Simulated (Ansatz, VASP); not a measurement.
# One calculation of GaN, two programs

Contents of INCAR:

```
ALGO = Normal
EDIFF = 1E-7
EDIFFG = -0.002
ENCUT = 600
GGA = PE
GGA_COMPAT = False
IBRION = 2
ISIF = 3
ISMEAR = 0
IVDW = 12
LASPH = True
LCHARG = False
LREAL = False
LWAVE = False
NELM = 120
NELMIN = 4
NSW = 100
PREC = Accurate
SIGMA = 0.02
```

File KPOINTS:

```
k-points
0
Gamma
  10 10 10
```

Contents of POSCAR:

```
GaN
1.0
    0.0000000000      2.2535006100      2.2535006100
    2.2535006100      0.0000000000      2.2535006100
    2.2535006100      2.2535006100      0.0000000000
Ga N
1 1
Direct
    0.0000000000      0.0000000000      0.0000000000
    0.2500000000      0.2500000000      0.2500000000
```

Input for Ansatz:

```yaml
crystal:
  lattice:
    - [0.0, 2.25350061, 2.25350061]
    - [2.25350061, 0.0, 2.25350061]
    - [2.25350061, 2.25350061, 0.0]
  atoms:
    - { symbol: Ga, position: [0.0, 0.0, 0.0] }
    - { symbol: "N", position: [0.25, 0.25, 0.25] }
basis:
  ecutwfc: 420
kpoints:
  mp_grid: { grid: [10, 10, 10] }
hamiltonian:
  xc: pbe
  dispersion: d3bj
  pseudopotentials: { kind: paw, azcp: { folder: soft_1 } }
scf:
  occupations: { method: gaussian, width: 0.02 }
output:
  forces: true
  stress: true
  eigenvalues: true
  write_density: true
  write_potential: true
  elf: true
  volumetric_format: npy
relax:
  adjacent_minimum: "off"
  f_tol: 0.002
  max_steps: 80
  cell: { stress_tol: 0.02 }
```

Alike in both runs: task relaxation of cell and atoms; functional PBE; dispersion D3(BJ); k mesh 10 × 10 × 10; occupations gaussian, width 0.02 eV; no spin polarisation.

|  | VASP | Ansatz |
| --- | --- | --- |
| version | VASP 6.6.1 | Ansatz 0.2.0 |
| potentials or method | VASP PAW PBE potentials, release 64 (Ga_d, N), cutoff 600 eV | scalar-relativistic, plane waves, PAW |
| valence electrons in the cell | 18 | 18 |

```tsv
	VASP	Ansatz	Ansatz less VASP
gap on the k mesh at the Fermi level, each at its own relaxed structure (eV)	1.68	1.67	-0.010
relaxed volume (Å³/atom)	11.52	11.53	+0.008
relaxed cell length with the largest relative difference (Å)	3.194	3.195	+0.0008
```
